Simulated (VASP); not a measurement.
La, 4 atoms in the cell. The structure is hexagonal, space group P6_3/mmc (No. 194). Conventional cell: a = 3.770 Å, b = 3.770 Å, c = 12.159 Å, α = 90.00°, β = 90.00°, γ = 120.00°. Within 4.9 Å of La (site symmetry -3m) lie 12 La at 3.74 to 3.77 Å. Within 4.9 Å of La (site symmetry -6m2) lie 12 La at 3.74 to 3.77 Å. 

| Item | Value |
| --- | --- |
| Program | VASP 6.6.1 |
| Task | relaxation of cell and atoms |
| Functional | r2SCAN |
| Potentials or basis | VASP PAW PBE potentials, release 64 (La) |
| Cutoff | 600 eV |
| k mesh | 5 × 5 × 2 |
| Occupations | methfessel-paxton, width 0.02 eV |
| Spin | no spin polarisation |
| Dipole correction | no |
| Further INCAR settings | ALGO = Normal; EDIFF = 1e-07; IBRION = 2; EDIFFG = -0.01; NSW = 60; ISIF = 3 |

Potentials or basis: VASP PAW PBE potentials, release 64 (La).

Launch:

```sh
$ cat potpaw_PBE.64/La/POTCAR > POTCAR
$ cp INCAR.step1 INCAR
$ mpirun -np 1 vasp_std > vasp.out
$ cp INCAR.step2 INCAR
$ mpirun -np 1 vasp_std > vasp.out
```

Hardware: 1 thread of Intel(R) Xeon(R) 6975P-C (Granite Rapids) (shared host).

Task: Estimate the wall time of this run.

Result: Run time: 32 min on 1 thread of Intel(R) Xeon(R) 6975P-C (Granite Rapids), with other jobs on the host, peak memory 0.42 GiB. Counts: k points 10, ion steps 14.
